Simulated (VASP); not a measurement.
# GaN in VASP: further runs

The runs below take GaN through electric field gradients, with PBE.

Program: VASP 6.6.1. These are calculated values, not measurements. Logs are shortened: lines on timing, memory, paths and dates and some standing lists are left out, and cuts for length are marked.

### Step 1. The cell of the first run

The structure is cubic, space group Fm-3m (No. 225). Conventional cell: a = 3.985 Å, b = 3.985 Å, c = 3.985 Å, α = 90.00°, β = 90.00°, γ = 90.00°. Ga (site symmetry m-3m) has 6 N at 1.99 Å within 2.6 Å. N (site symmetry m-3m) has 6 Ga at 1.99 Å within 2.6 Å.

### Step 2. Electric field gradients, PBE

The input, INCAR:

```
SYSTEM = GaN
PREC     = Accurate       ! precision mode
ENCUT    = 520            ! plane-wave cutoff, eV
EDIFF    = 1E-8           ! SCF threshold, eV
ISMEAR   = -1             ! smearing method
SIGMA    = 0.02           ! smearing width, eV
LREAL    = .FALSE.        ! projectors in reciprocal space
LASPH    = .TRUE.         ! aspherical terms in the spheres
NELM     = 100            ! most SCF steps
ALGO     = Normal         ! electronic algorithm
ISIF     = 2              ! what is computed and relaxed
LWAVE    = .FALSE.        ! write WAVECAR
LCHARG   = .FALSE.        ! write CHGCAR
GGA      = PE             ! functional
LEFG     = .TRUE.       
NBANDS   = 16             ! bands
```

The input, KPOINTS:

```
regular mesh
0
G
  6 6 6
  0 0 0
```

The input, POSCAR:

```
GaN
1.0
    0.0000000000      1.9925000000      1.9925000000
    1.9925000000      0.0000000000      1.9925000000
    1.9925000000      1.9925000000      0.0000000000
Ga N
1 1
Direct
    0.5000000000      0.5000000000      0.5000000000
    0.0000000000      0.0000000000      0.0000000000
```

Potentials or basis: VASP PAW PBE potentials, release 64 (Ga_d, N).

On the command line:

```bash
$ cat potpaw_PBE.64/Ga_d/POTCAR potpaw_PBE.64/N/POTCAR > POTCAR
$ mpirun -np 1 vasp_std > vasp.out
```

OUTCAR:

```text
SYSTEM = GaN
   PREC = Accurate
   ENCUT = 520
   EDIFF = 1E-8
   ISMEAR = -1
   LREAL = .FALSE.
   LASPH = .TRUE.
   NELM = 100
   ISIF = 2
   GGA = PE

 ion  position               nearest neighbor table
   1  0.500  0.500  0.500-   2 1.99   2 1.99   2 1.99   2 1.99   2 1.99   2 1.99
   2  0.000  0.000  0.000-   1 1.99   1 1.99   1 1.99   1 1.99   1 1.99   1 1.99

  LATTYP: Found a face centered cubic cell.
 ALAT       =     3.9850000000

  Lattice vectors:

 A1 = (   0.0000000000,   1.9925000000,   1.9925000000)
 A2 = (   1.9925000000,   0.0000000000,   1.9925000000)
 A3 = (   1.9925000000,   1.9925000000,   0.0000000000)

Analysis of symmetry for initial positions (statically):
=====================================================================
 Subroutine PRICEL returns:
 Original cell was already a primitive cell.

 Routine SETGRP: Setting up the symmetry group for a
 face centered cubic supercell.

 Subroutine GETGRP returns: Found 48 space group operations
 (whereof 48 operations were pure point group operations)
 out of a pool of 48 trial point group operations.

The static configuration has the point symmetry O_h .

Analysis of symmetry for dynamics (positions and initial velocities):
=====================================================================
 Subroutine PRICEL returns:
 Original cell was already a primitive cell.

 Routine SETGRP: Setting up the symmetry group for a
 face centered cubic supercell.

 Subroutine GETGRP returns: Found 48 space group operations
 (whereof 48 operations were pure point group operations)
 out of a pool of 48 trial point group operations.

The dynamic configuration has the point symmetry O_h .

 Subroutine INISYM returns: Found 48 space group operations
 (whereof 48 operations are pure point group operations),
 and found     1 'primitive' translations

----------------------------------------------------------------------------------------

                                     Primitive cell

  volume of cell :      15.8207

  direct lattice vectors                    reciprocal lattice vectors
     0.000000000  1.992500000  1.992500000    -0.250941029  0.250941029  0.250941029
     1.992500000  0.000000000  1.992500000     0.250941029 -0.250941029  0.250941029
     1.992500000  1.992500000  0.000000000     0.250941029  0.250941029 -0.250941029

  length of vectors
     2.817820523  2.817820523  2.817820523     0.434642612  0.434642612  0.434642612

  position of ions in fractional coordinates (direct lattice)
     0.500000000  0.500000000  0.500000000
     0.000000000  0.000000000  0.000000000

  ion indices of the primitive-cell ions
   primitive index   ion index
                 1           1
                 2           2

----------------------------------------------------------------------------------------

 KPOINTS: regular mesh

Automatic generation of k-mesh.
 Grid dimensions read from file:
 generate k-points for:    6    6    6

 Generating k-lattice:

  Cartesian coordinates                     Fractional coordinates (reciprocal lattice)
    -0.041823505  0.041823505  0.041823505     0.166666667  0.000000000  0.000000000
     0.041823505 -0.041823505  0.041823505     0.000000000  0.166666667  0.000000000
     0.041823505  0.041823505 -0.041823505     0.000000000  0.000000000  0.166666667

  Length of vectors
     0.072440435  0.072440435  0.072440435

  Shift w.r.t. Gamma in fractional coordinates (k-lattice)
     0.000000000  0.000000000  0.000000000

 Subroutine IBZKPT returns following result:
 ===========================================

 Found     16 irreducible k-points:

 Following reciprocal coordinates:
            Coordinates               Weight
  0.000000  0.000000  0.000000      1.000000
  0.166667  0.000000  0.000000      8.000000
  0.333333  0.000000  0.000000      8.000000
  0.500000  0.000000  0.000000      4.000000
  0.166667  0.166667  0.000000      6.000000
  0.333333  0.166667  0.000000     24.000000
[... 8 lines left out ...]
 -0.333333  0.333333  0.166667     24.000000
 -0.333333  0.500000  0.166667     12.000000
   k-points           NKPTS =     16   k-points in BZ     NKDIM =     16   number of bands    NBANDS=     16
   number of dos      NEDOS =    301   number of ions     NIONS =      2
   total plane-waves  NPLWV =  13824
   dimension x,y,z NGX =    24 NGY =   24 NGZ =   24
   dimension x,y,z NGXF=    48 NGYF=   48 NGZF=   48
   ions per type =               1   1
   NGX,Y,Z   is equivalent  to a cutoff of  14.16, 14.16, 14.16 a.u.
   NGXF,Y,Z  is equivalent  to a cutoff of  28.32, 28.32, 28.32 a.u.
 SYSTEM =  GaN
   PREC   = accura    normal or accurate (medium, high low for compatibility)
   ISTART =      0    job   : 0-new  1-cont  2-samecut
   ICHARG =      2    charge: 1-file 2-atom 10-const
   ISPIN  =      1    spin polarized calculation?
   LNONCOLLINEAR =      F non collinear calculations
   LSORBIT =      F    spin-orbit coupling
   LASPH  =      T    aspherical Exc in radial PAW
   ENCUT  =  520.0 eV  38.22 Ry    6.18 a.u.   5.24  5.24  5.24*2*pi/ulx,y,z
   NELM   =    100;   NELMIN=  2; NELMDL= -5     # of ELM steps
   EDIFF  = 0.1E-07   stopping-criterion for ELM
   LREAL  =      F    real-space projection
   EDIFFG = 0.1E-06   stopping-criterion for IOM
   NSW    =      0    number of steps for IOM
   IBRION =     -1    ionic relax: 0-MD 1-quasi-New 2-CG
   NFREE  =      0    steps in history (QN), initial steepest desc. (CG)
   ISIF   =      2    stress and relaxation
   ISYM   =      2    0-nonsym 1-usesym 2-fastsym
   POTIM  = 0.5000    time-step for ionic-motion
   TEBEG  =    0.0;   TEEND  =   0.0 temperature during run
   PSTRESS=    0.0 pullay stress
   NELECT =      18.0000    total number of electrons
   NUPDOWN=      -1.0000    fix difference up-down
   EMIN   =  10.00;   EMAX   =-10.00  energy-range for DOS
   EFERMI =   0.00;   METHOD = LEGACY
   ISMEAR =    -1;   SIGMA  =   0.02  broadening in eV -4-tet -1-fermi 0-gaus
   EFERMI_NEDOS =   21; number of points for ismear=-14 and -15
   IALGO  =     38    algorithm
   IMIX   =      4    mixing-type and parameters
     AMIX     =   0.40;   BMIX     =  1.00
     AMIX_MAG =   1.60;   BMIX_MAG =  1.00
  volume/ion in A,a.u.               =       7.91        53.38
  Fermi-wavevector in a.u.,A,eV,Ry     =   1.709060  3.229655 39.741073  2.920886
  Thomas-Fermi vector in A             =   2.787614
   LORBIT       =      0    0 simple, 1 ext, 2 COOP (PROOUT), +10 PAW based schemes
   GGA     = PE    functional components
   LHFCALC =     F    Hartree Fock is set to
   AEXX    =    0.0000 exact exchange contribution
   IVDW    =     0    specifies the selected vdW correction
   LEPSILON=     F    determine dielectric tensor
   LRPA    =     F    only Hartree local field effects (RPA)
 non-spin polarized calculation
  energy-cutoff  :      520.00
  volume of cell :       15.82
 maximum number of plane-waves:       444
 NGX is ok and might be reduce to    24
   NGX = 11   NGY = 11   NGZ = 11

 number of electron      17.9999999 magnetization

 Free energy of the ion-electron system (eV)
  ---------------------------------------------------
  ext. energy  EPLUGINS =         0.00000000
  ---------------------------------------------------
  free energy    TOTEN  =       -10.52537253 eV

  energy without entropy =      -10.52537253  energy(sigma->0) =      -10.52537253

 E-fermi :  10.8900     XC(G=0): -14.1196

 val. band max:       10.3148366139   @ k =  -0.1667   0.1667   0.0000
 cond. band min:      12.1127642827   @ k =   0.5000   0.5000   0.0000
 fundamental gap:      1.7979276688
 Fermi energy:        10.8900443557

 k-point     1 :       0.0000    0.0000    0.0000
  band No.  band energies     occupation
      1      -8.9354      2.00000
      2      -3.6927      2.00000
      3      -3.6927      2.00000
      4      -3.6927      2.00000
      5      -3.5431      2.00000
      6      -3.5431      2.00000
[... 8 lines left out ...]
     15      28.8604      0.00000
     16      28.8604      0.00000
[... 267 lines left out ...]
 k-point    16 :      -0.3333    0.5000    0.1667
  band No.  band energies     occupation
      1      -6.1220      2.00000
      2      -3.8908      2.00000
      3      -3.6079      2.00000
      4      -3.5282      2.00000
      5      -3.2389      2.00000
      6      -0.4507      2.00000
[... 8 lines left out ...]
     15      34.3652      0.00000
     16      41.8692      0.00000

------------------------ aborting loop because EDIFF is reached ----------------------------------------

  FORCE on cell =-STRESS in cart. coord.  units (eV):
  Direction    XX          YY          ZZ          XY          YZ          ZX
  --------------------------------------------------------------------------------------
  -------------------------------------------------------------------------------------
  Total        6.9297879      6.9297879      6.9297879     -0.0000000     -0.0000000      0.0000000
  in kB      701.7873552    701.7873552    701.7873552     -0.0000000     -0.0000000      0.0000000
  external PRESSURE =     701.7873552 kB  Pullay stress =       0.0000000 kB

 VOLUME and BASIS-vectors are now :
 -----------------------------------------------------------------------------
  energy-cutoff  :      520.00
  volume of cell :       15.82
      direct lattice vectors                 reciprocal lattice vectors
     0.000000000  1.992500000  1.992500000    -0.250941029  0.250941029  0.250941029
     1.992500000  0.000000000  1.992500000     0.250941029 -0.250941029  0.250941029
     1.992500000  1.992500000  0.000000000     0.250941029  0.250941029 -0.250941029

 POSITION                                       TOTAL-FORCE (eV/Angst)
 -----------------------------------------------------------------------------------
      1.99250      1.99250      1.99250        -0.000000     -0.000000      0.000000
      0.00000      0.00000      0.00000         0.000000      0.000000     -0.000000
 -----------------------------------------------------------------------------------
    total drift:                                0.000000     -0.000000      0.000000

  FREE ENERGIE OF THE ION-ELECTRON SYSTEM (eV)
  ---------------------------------------------------
  free  energy   TOTEN  =       -10.5253725286 eV

  energy  without entropy=      -10.5253725286  energy(sigma->0) =      -10.52537253

 Electric field gradients (V/A^2)
---------------------------------------------------------------------
 ion       V_xx      V_yy      V_zz      V_xy      V_xz      V_yz
---------------------------------------------------------------------
   1       0.000     0.000     0.000    -0.002    -0.002    -0.002
   2      -0.000    -0.000    -0.000     0.000     0.000     0.000
---------------------------------------------------------------------

 Electric field gradients after diagonalization (V/A^2)
 (convention: |V_zz| > |V_xx| > |V_yy|)
----------------------------------------------------------------------
 ion       V_xx      V_yy      V_zz     asymmetry (V_yy - V_xx)/ V_zz
----------------------------------------------------------------------
   1       0.002     0.002    -0.004       0.000
   2      -0.000    -0.000     0.000       0.000
----------------------------------------------------------------------

           NMR quadrupolar parameters

 Cq : quadrupolar parameter    Cq=e*Q*V_zz/h
 eta: asymmetry parameters     (V_yy - V_xx)/ V_zz
 Q  : nuclear electric quadrupole moment in mb (millibarn)
----------------------------------------------------------------------
 ion       Cq(MHz)       eta       Q (mb)
----------------------------------------------------------------------
   1      -0.000       0.000       1.000
   2       0.000       0.000       1.000
----------------------------------------------------------------------
```

It took 3.2 s on 1 thread of Intel Xeon 6975P-C (Granite Rapids), shared host; peak memory 0.13 GiB.

What came out:

* Free energy: -10.5254 eV
* Pressure: 70.2 GPa
* Band gap on the k mesh: 1.80 eV, indirect (least direct gap 5.21 eV)

Levels at points of the mesh, in eV from the valence-band top:
```csv
k point,band 6,band 7,band 8,band 9,band 10,band 11,band 12,band 13
"(0.00, 0.00, 0.00)",-13.86,-0.75,-0.75,-0.75,4.46,15.81,15.81,15.81
"(0.50, 0.00, 0.00)",-13.64,-9.16,-0.14,-0.14,5.46,10.14,10.14,11.93
"(0.50, 0.50, 0.00)",-10.52,-8.62,-3.77,-3.77,1.80,8.03,13.79,16.94
```

Caveat: the k points lie up to 0.46 Å⁻¹ apart; without QUAD_EFG the Cq values of the log hold for a quadrupole moment of 1 mb, not for the nuclei.

### Step 3. Electric field gradients, PBE

The input, INCAR:

```
PREC = Accurate ; ENCUT = 520
EDIFF = 1E-8 ; ISMEAR = -1
SIGMA = 0.02 ; LREAL = False
LASPH = True ; NELM = 80
ALGO = Normal ; ISIF = 2
LWAVE = False ; LCHARG = False
GGA = PE ; LEFG = True
NBANDS = 16
```

The input, KPOINTS:

```
Automatic mesh
0
Gamma
  10 10 10
```

POSCAR is that of step 2.

Potentials or basis: VASP PAW PBE potentials, release 64 (Ga_d, N).

On the command line:

```bash
$ cat potpaw_PBE.64/Ga_d/POTCAR potpaw_PBE.64/N/POTCAR > POTCAR
$ mpirun -np 1 vasp_std > vasp.out
```

OUTCAR:

```text
PREC = Accurate
   ENCUT = 520
   EDIFF = 1E-8
   ISMEAR = -1
   LREAL = False
   LASPH = True
   NELM = 80
   ISIF = 2
   GGA = PE

 ion  position               nearest neighbor table
   1  0.500  0.500  0.500-   2 1.99   2 1.99   2 1.99   2 1.99   2 1.99   2 1.99
   2  0.000  0.000  0.000-   1 1.99   1 1.99   1 1.99   1 1.99   1 1.99   1 1.99

  LATTYP: Found a face centered cubic cell.
 ALAT       =     3.9850000000

  Lattice vectors:

 A1 = (   0.0000000000,   1.9925000000,   1.9925000000)
 A2 = (   1.9925000000,   0.0000000000,   1.9925000000)
 A3 = (   1.9925000000,   1.9925000000,   0.0000000000)

Analysis of symmetry for initial positions (statically):
[... 666 lines left out ...]
  free  energy   TOTEN  =       -10.5358613101 eV

  energy  without entropy=      -10.5358613101  energy(sigma->0) =      -10.53586131

 Electric field gradients (V/A^2)
---------------------------------------------------------------------
 ion       V_xx      V_yy      V_zz      V_xy      V_xz      V_yz
---------------------------------------------------------------------
   1      -0.000     0.000     0.000    -0.002    -0.002    -0.002
   2      -0.000     0.000    -0.000     0.000     0.000     0.000
---------------------------------------------------------------------

 Electric field gradients after diagonalization (V/A^2)
 (convention: |V_zz| > |V_xx| > |V_yy|)
----------------------------------------------------------------------
 ion       V_xx      V_yy      V_zz     asymmetry (V_yy - V_xx)/ V_zz
----------------------------------------------------------------------
   1       0.002     0.002    -0.004       0.000
   2      -0.000    -0.000     0.000       0.000
----------------------------------------------------------------------

           NMR quadrupolar parameters

 Cq : quadrupolar parameter    Cq=e*Q*V_zz/h
 eta: asymmetry parameters     (V_yy - V_xx)/ V_zz
 Q  : nuclear electric quadrupole moment in mb (millibarn)
----------------------------------------------------------------------
 ion       Cq(MHz)       eta       Q (mb)
----------------------------------------------------------------------
   1      -0.000       0.000       1.000
   2       0.000       0.000       1.000
----------------------------------------------------------------------
```

OSZICAR:

```text
N       E                     dE             d eps       ncg     rms          rms(c)
DAV:   1     0.765379952852E+02    0.76538E+02   -0.89420E+03  1664   0.228E+03
DAV:   2    -0.833252005584E+01   -0.84871E+02   -0.79564E+02  1712   0.338E+02
DAV:   3    -0.125769278370E+02   -0.42444E+01   -0.42293E+01  1688   0.638E+01
DAV:   4    -0.126141084294E+02   -0.37181E-01   -0.37177E-01  1880   0.613E+00
DAV:   5    -0.126144487819E+02   -0.34035E-03   -0.34035E-03  1768   0.548E-01    0.799E+00
DAV:   6    -0.105695485264E+02    0.20449E+01   -0.40229E+00  2160   0.469E+01    0.253E+00
DAV:   7    -0.105509124546E+02    0.18636E-01   -0.34938E-01  1736   0.565E+00    0.168E+00
DAV:   8    -0.105378746844E+02    0.13038E-01   -0.26241E-02  1976   0.325E+00    0.370E-01
DAV:   9    -0.105359075602E+02    0.19671E-02   -0.72964E-03  2000   0.288E+00    0.904E-02
DAV:  10    -0.105358626982E+02    0.44862E-04   -0.35031E-04  1624   0.230E-01    0.461E-02
DAV:  11    -0.105358602533E+02    0.24449E-05   -0.10343E-04  1848   0.176E-01    0.264E-02
DAV:  12    -0.105358614430E+02   -0.11897E-05   -0.70891E-06  1656   0.279E-02    0.107E-02
DAV:  13    -0.105358612911E+02    0.15191E-06   -0.13218E-07  1984   0.575E-03    0.581E-03
DAV:  14    -0.105358613041E+02   -0.12994E-07   -0.10061E-07  1848   0.414E-03    0.405E-04
DAV:  15    -0.105358613101E+02   -0.60745E-08   -0.72617E-09  1032   0.792E-04
   1 F= -.10535861E+02 E0= -.10535861E+02  d E =-.426621E-11
```

It took 7.3 s on 1 thread of Intel Xeon 6975P-C (Granite Rapids), shared host; peak memory 0.14 GiB.

What came out:

```yaml
Free_energy: -10.5359 eV
Pressure: 70.3 GPa
Band_gap_on_the_k_mesh: 1.82 eV, indirect (least direct gap 5.21 eV)
```

Levels at points of the mesh, in eV from the valence-band top:
| k point | band 5 | band 6 | band 7 | band 8 | band 9 | band 10 | band 11 | band 12 | band 13 | band 14 |
| --- | --- | --- | --- | --- | --- | --- | --- | --- | --- | --- |
| (0.00, 0.00, 0.00) | -13.83 | -13.83 | -0.74 | -0.74 | -0.74 | 4.47 | 15.83 | 15.83 | 15.83 | 16.69 |
| (0.50, 0.00, 0.00) | -13.61 | -13.61 | -9.14 | -0.13 | -0.13 | 5.48 | 10.17 | 10.17 | 11.94 | 18.18 |
| (0.50, 0.50, 0.00) | -13.53 | -10.50 | -8.60 | -3.76 | -3.76 | 1.82 | 8.05 | 13.80 | 16.96 | 16.96 |

Caveat: without QUAD_EFG the Cq values of the log hold for a quadrupole moment of 1 mb, not for the nuclei. A hybrid or GW would open this gap; PBE tends to underestimate it.

[end of part 1 of 2]
